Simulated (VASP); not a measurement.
Set up this calculation in VASP 6.6.1, as the native input.

| Quantity | Value |
| --- | --- |
| Task | single point |
| Functional | PBE |
| Potentials or basis | VASP PAW PBE potentials, release 64 (In_d) |
| Cutoff | 520 eV |
| k mesh | 40 × 40 × 40 |
| Occupations | fermi-dirac, width 0.0612256 eV |
| Spin | no spin polarisation |
| Dipole correction | no |
| Further INCAR settings | ALGO = Normal; EDIFF = 1e-07; NBANDS = 12 |

The structure of In lies in POSCAR:

```
In
1.0
   -1.9450110691      1.9450110691      1.9450110691
    1.9450110691     -1.9450110691      1.9450110691
    1.9450110691      1.9450110691     -1.9450110691
In
1
Direct
    0.0000000000      0.0000000000      0.0000000000
```

This isn't the form of In at room conditions, which is tetragonal.

One way to write it, as run:

INCAR

```
PREC     = Accurate       # precision mode
ENCUT    = 520            # plane-wave cutoff, eV
EDIFF    = 1E-7           # SCF threshold, eV
ISMEAR   = -1             # smearing method
SIGMA    = 0.06122561905347299 # smearing width, eV
LREAL    = F              # projectors in reciprocal space
LASPH    = T              # aspherical terms in the spheres
NELM     = 80             # most SCF steps
ALGO     = Normal         # electronic algorithm
ISIF     = 2              # what is computed and relaxed
LWAVE    = F              # write WAVECAR
LCHARG   = F              # write CHGCAR
GGA      = PE             # functional
NBANDS   = 12             # bands
```

KPOINTS

```
Automatic mesh
0
Gamma
  40 40 40
```

Potentials or basis: VASP PAW PBE potentials, release 64 (In_d).

Command:

```sh
$ cat potpaw_PBE.64/In_d/POTCAR > POTCAR
$ mpirun -np 1 vasp_std > vasp.out
```

It gave:

- Pressure: -1.7 GPa
- Band gap on the k mesh: zero (an odd number of electrons rules out a gap without spin polarisation)

Caveat: spin-orbit coupling is left out, which moves the levels of the heavy elements.

Run time: 9.1 min on 1 thread of Intel(R) Xeon(R) Platinum 8259CL CPU @ 2.50GHz (Skylake/Cascade Lake), with other jobs on the host, peak memory 0.63 GiB.
